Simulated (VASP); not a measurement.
Sn2P, 3 atoms in the cell. The structure is monoclinic, space group C2/m (No. 12). Conventional cell: a = 6.844 Å, b = 3.951 Å, c = 6.742 Å, α = 90.00°, β = 109.55°, γ = 90.00°. Within 4.2 Å of Sn (site symmetry m) lie 3 P at 2.70 to 2.74 Å and 12 Sn at 3.68 to 4.16 Å. P (site symmetry 2/m) has 6 Sn at 2.70 to 2.74 Å within 3.6 Å. 

| Quantity | Value |
| --- | --- |
| Program | VASP 6.6.1 |
| Task | single point |
| Functional | PBE |
| Potentials or basis | VASP PAW PBE potentials, release 64 (Sn_d, P) |
| Cutoff | 520 eV |
| k mesh | 6 × 6 × 4 |
| Occupations | gaussian, width 0.1 eV |
| Spin | no spin polarisation |
| Dipole correction | no |
| Further INCAR settings | ALGO = Normal; EDIFF = 1e-07; NBANDS = 24 |

Potentials or basis: VASP PAW PBE potentials, release 64 (Sn_d, P).

The run is started by

```sh
$ cat potpaw_PBE.64/Sn_d/POTCAR potpaw_PBE.64/P/POTCAR > POTCAR
$ mpirun -np 1 vasp_std > vasp.out
```

Hardware: 1 thread of Intel Xeon 8259CL, on a shared host.

Q: How long does it take, and how much memory?

A: Run time: 2.8 min on 1 thread of Intel Xeon 8259CL (shared host), peak memory 0.25 GiB. Counts: scf iterations 16, k points 47.
